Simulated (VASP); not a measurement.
Write the native input for VASP 6.6.1 that does the following.

```yaml
Task: single point
Functional: PBEsol
Potentials_or_basis: VASP PAW PBE potentials, release 64 (Cu, O)
Cutoff: 520 eV
k_mesh: 10 × 10 × 6
Occupations: gaussian, width 0.1 eV
Spin: no spin polarisation
Dipole_correction: no
Further_INCAR_settings: ALGO = Normal; EDIFF = 1e-07; NBANDS = 25
```

The structure of CuO lies in POSCAR:

```
CuO
1.0
    2.9027900792      0.0128346910     -0.0340833917
    0.0522224784      2.8448878033      0.0026072298
   -0.0435563076      0.0226345624      5.2731527454
Cu O
2 2
Direct
    0.5106995731      0.0053434258      0.4983983317
    0.0537874343      0.4780918003     -0.0097061318
   -0.0431909901      0.9791177467      0.2496237619
    1.0253855975      0.0012663399      0.7685903712
```

This cell differs from its parent crystal: atoms moved at random and the cell strained at random.

These files were run (other wordings do the same):

INCAR

```
SYSTEM = CuO
ALGO = Normal
EDIFF = 1E-7
ENCUT = 520
GGA = PS
ISIF = 2
ISMEAR = 0
LASPH = .True.
LCHARG = .True.
LELF = .True.
LREAL = .False.
LVHAR = .True.
LWAVE = .False.
NBANDS = 25
NELM = 100
PREC = Accurate
SIGMA = 0.1
```

KPOINTS

```
k-points
0
Gamma
  10 10 6
  0 0 0
```

Potentials or basis: VASP PAW PBE potentials, release 64 (Cu, O).

Run with:

```bash
$ cat potpaw_PBE.64/Cu/POTCAR potpaw_PBE.64/O/POTCAR > POTCAR
$ mpirun -np 1 vasp_std > vasp.out
```

It gave:

```
Pressure               : -2.7 GPa
Largest force          : 2.193 eV/Å
Band gap on the k mesh : zero (bands 17 and 18 overlap by 0.81 eV)
```

Caveat: the cell differs from its parent crystal (atoms moved at random and the cell strained at random); the PAW data sets were made with another functional, which shifts forces and pressure a little; semilocal functionals often make such compounds metallic where correlation or magnetic order opens a gap, which also shifts bond lengths.

It took 7.3 min on 1 thread of Intel Xeon 8259CL, with other jobs on the host, peak memory 0.38 GiB.
